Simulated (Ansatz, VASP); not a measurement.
**HfO2 in VASP and in Ansatz**

Contents of INCAR:

```
SYSTEM = HfO2
ALGO = Normal
EDIFF = 1E-6
ENCUT = 520
GGA = PE
ISIF = 2
ISMEAR = 0
LASPH = .True.
LCHARG = .True.
LELF = .True.
LREAL = .False.
LVHAR = .True.
LWAVE = .False.
NBANDS = 18
NELM = 60
PREC = Accurate
SIGMA = 0.05
```

KPOINTS

```
k-points
0
Gamma
  8 8 8
  0 0 0
```

The input POSCAR:

```
HfO2
1.0
    0.0000000000      2.5489194570      2.5489194570
    2.5150188282      0.0000000000      2.5489194570
    2.5150188282      2.5489194570      0.0000000000
Hf O
1 2
Direct
    0.0000000000      0.0000000000      0.0000000000
    0.2500000000      0.2500000000      0.2500000000
    0.7500000000      0.7500000000      0.7500000000
```

Input for Ansatz:

```yaml
crystal:
  lattice:
    - [0.0, 2.548919457, 2.548919457]
    - [2.5150188282, 0.0, 2.548919457]
    - [2.5150188282, 2.548919457, 0.0]
  atoms:
    - { symbol: Hf, position: [0.0, 0.0, 0.0] }
    - { symbol: O, position: [0.25, 0.25, 0.25] }
    - { symbol: O, position: [0.75, 0.75, 0.75] }
basis:
  ecutwfc: 520.0
kpoints:
  mp_grid: { grid: [8, 8, 8] }
hamiltonian:
  xc: pbe
  pseudopotentials: { kind: paw, azcp: { folder: soft_1 } }
scf:
  occupations: { method: gaussian, width: 0.05 }
output:
  forces: true
  stress: true
  eigenvalues: true
```

Change from the starting cell: normal strain along x -0.0133, normal strain along y +0.0000.

Alike in both runs: task single point; functional PBE; k mesh 8 × 8 × 8; occupations gaussian, width 0.05 eV; no spin polarisation.

|  | VASP | Ansatz |
| --- | --- | --- |
| version | VASP 6.6.1 | Ansatz 0.2.0 |
| potentials or method | VASP PAW PBE potentials, release 64 (Hf_pv, O), cutoff 520 eV | scalar-relativistic, plane waves, PAW |
| valence electrons in the cell | 22 | 38 |

```csv
,VASP,Ansatz,Ansatz less VASP
gap on the k mesh at the Fermi level (eV),3.69,3.68,-0.009
least direct gap on the mesh (eV),3.69,3.68,-0.010
pressure (GPa),-0.4,3.4,+3.78
"traceless stress, the component that is largest in VASP (GPa)",4.16,4.09,-0.072
```

With one functional, cell and mesh, what is left measures potentials, basis and numerics. VASP's potentials hold 22 valence electrons a cell and Ansatz's 38, so a difference there can come from the potentials and not from the codes.

Neither program's run includes spin-orbit coupling.
